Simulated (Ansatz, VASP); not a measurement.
LiCl in VASP and in Ansatz

```
Li Cl
1.0
     3.60434    0.00000    0.00000
    -1.80217    3.12145    0.00000
     0.00000    0.00000   12.50712
Li Cl
4 4
Direct
  0.00000 0.00000 0.00000
  0.33333 0.66667 0.25000
  0.00000 0.00000 0.50000
  0.66667 0.33333 0.75000
  0.66667 0.33333 0.11947
  0.66667 0.33333 0.38053
  0.33333 0.66667 0.61947
  0.33333 0.66667 0.88053
```

Alike in both runs: functional PBE; k mesh 9 × 9 × 3; occupations gaussian, width 0.02 eV; no spin polarisation.

Ansatz relaxed the structure, and its values are those at the end. VASP's run is a single point on that final structure, the one shown.

```csv
,VASP,Ansatz
version,VASP 6.6.1,Ansatz 0.2.0
potentials or method,"VASP PAW PBE potentials, release 64 (Li_sv, Cl), cutoff 520 eV","scalar-relativistic, plane waves, PAW"
valence electrons in the cell,40,40
```

```tsv
	VASP	Ansatz	Ansatz less VASP
gap on the k mesh at the Fermi level (eV)	5.72	5.71	-0.011
least direct gap on the mesh (eV)	5.72	5.71	-0.011
```

Noted on VASP's run: the cutoff is short for stress, so the pressure is rough.
